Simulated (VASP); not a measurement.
Bi:

```
CELL_PARAMETERS angstrom
0.00000 3.41995 3.41995
3.41995 0.00000 3.41995
3.41995 3.41995 0.00000
ATOMIC_POSITIONS crystal
Bi 0.87500 0.87500 0.87500
Bi 0.12500 0.12500 0.12500
```

This isn't the form of Bi at room conditions, which is rhombohedral.

```yaml
Program: VASP 6.6.1
Task: relaxation of cell and atoms
Functional: PBE
Potentials_or_basis: VASP PAW PBE potentials, release 64 (Bi_d)
Cutoff: 600 eV
k_mesh: 11 × 11 × 11
Occupations: fermi-dirac, width 0.05 eV
Spin: no spin polarisation
```

At the start: pressure 8.2 GPa; volume 40.00 Å³/atom.

Q: How do energy, volume and symmetry change on relaxing?

A: Over 6 steps the energy falls by 179.8 meV/atom and the volume is 48.34 Å³/atom (+20.8 %); space group Fd-3m (No. 227, to 0.1 Å) before and after.

The path:
```tsv
step	energy change (eV)	largest force (eV/Å)	pressure (GPa)	volume (Å³)
1	0.0000	0.0000	8.21	80.00
2	-0.2890	0.0000	-2.19	106.15
3	-0.3597	0.0000	0.05	96.51
4	-0.3596	0.0000	-0.08	96.86
5	-0.3597	0.0000	0.04	96.56
6	-0.3597	0.0000	-0.01	96.67
```

Final structure:
```
Bi
1.0
     0.00000    3.64270    3.64270
     3.64270    0.00000    3.64270
     3.64270    3.64270    0.00000
Bi
2
Direct
  0.87500 0.87500 0.87500
  0.12500 0.12500 0.12500
```

Caveat: the volume moved by over 15 % at a fixed basis, so the end points are rough.
